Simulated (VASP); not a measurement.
Set up this calculation in VASP 6.6.1, as the native input.

```yaml
Task: single point
Functional: PBE
Potentials_or_basis: VASP PAW PBE potentials, release 64 (Ga_d, As)
Cutoff: 500 eV
k_mesh: 10 × 10 × 10
Occupations: gaussian, width 0.02 eV
Spin: no spin polarisation
Dipole_correction: no
Further_INCAR_settings: ALGO = Normal; EDIFF = 1e-06; NBANDS = 16
```

The structure of GaAs lies in POSCAR:

```
GaAs
1.0
    0.0000000000      2.7691166704      2.9579686145
    2.7691166704      0.0000000000      2.9579686145
    2.7691166704      2.7691166704      0.0000000000
Ga As
1 1
Direct
    0.0000000000      0.0000000000      0.0000000000
    0.2500000000      0.2500000000      0.2500000000
```

This cell differs from its parent crystal: strained cell.

One way to write it, as run:

INCAR

```
SYSTEM = GaAs
ALGO = Normal ; EDIFF = 1E-6
ENCUT = 500 ; GGA = PE
GGA_COMPAT = .FALSE. ; ISIF = 2
ISMEAR = 0 ; LASPH = .TRUE.
LCHARG = .FALSE. ; LREAL = .FALSE.
LWAVE = .FALSE. ; NBANDS = 16
NELM = 120 ; PREC = Accurate
SIGMA = 0.02
```

KPOINTS

```
k-points
0
G
  10 10 10
  0 0 0
```

Potentials or basis: VASP PAW PBE potentials, release 64 (Ga_d, As).

Run with:

```console
$ cat potpaw_PBE.64/Ga_d/POTCAR potpaw_PBE.64/As/POTCAR > POTCAR
$ mpirun -np 1 vasp_std > vasp.out
```

Results of the run:

```
Pressure               : 3.1 GPa
Band gap on the k mesh : 0.31 eV
```

Caveat: the cell differs from its parent crystal (strained cell); the cell stands under pressure; semilocal functionals underestimate gaps, and a narrow one can read as zero.

Run time: 92 s on 1 thread of Intel Xeon 8259CL, on a shared host, peak memory 0.22 GiB.
